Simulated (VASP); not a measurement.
Here is a VASP 6.6.1 calculation.

File INCAR:

```
SYSTEM = TiO2
  PREC = Accurate
  ENCUT = 520
  EDIFF = 1E-6
  ISMEAR = 0
  SIGMA = 0.05
  LREAL = .FALSE.
  LASPH = .TRUE.
  NELM = 150
  ALGO = Normal
  ISIF = 2
  LWAVE = .FALSE.
  LCHARG = .FALSE.
  LMAXMIX = 4
  LDAU = .TRUE.
  LDAUTYPE = 2
  LDAUL = 2 -1
  LDAUU = 4 0
  LDAUJ = 0 0
  LDAUPRINT = 1
  GGA = PE
  IVDW = 12
  NBANDS = 19
```

File KPOINTS:

```
Automatic mesh
0
G
  9 9 9
  0 0 0
```

POSCAR

```
TiO2
1.0
    1.5391500000      0.8886286668      5.2476666667
   -1.5391500000      0.8886286668      5.2476666667
    0.0000000000     -1.7772573337      5.2476666667
Ti O
1 2
Direct
    0.0000000000      0.0000000000      0.0000000000
    0.6017580785      0.6017580785      0.6017580785
    0.3982419215      0.3982419215      0.3982419215
```

Potentials or basis: VASP PAW PBE potentials, release 64 (Ti_sv, O).

Run with:

```bash
$ cat potpaw_PBE.64/Ti_sv/POTCAR potpaw_PBE.64/O/POTCAR > POTCAR
$ mpirun -np 1 vasp_std > vasp.out
```

Task: Predict the pressure.

Result: -11.8 GPa.

Task: What does it give for the band gap on the k mesh?

Result: 2.80 eV (least direct gap 3.00 eV).

Eigenvalues of the final occupation matrices:
```csv
site,spin,trace,eigenvalues
site 1 d,1,0.77,0.09 0.09 0.09 0.25 0.25
site 1 d,2,0.77,0.09 0.09 0.09 0.25 0.25
```

Caveat: the cell stands under tension; forces of over 1 eV/Å act on the atoms, so gaps and moduli don't describe the material at rest. A k mesh can miss the band edges.
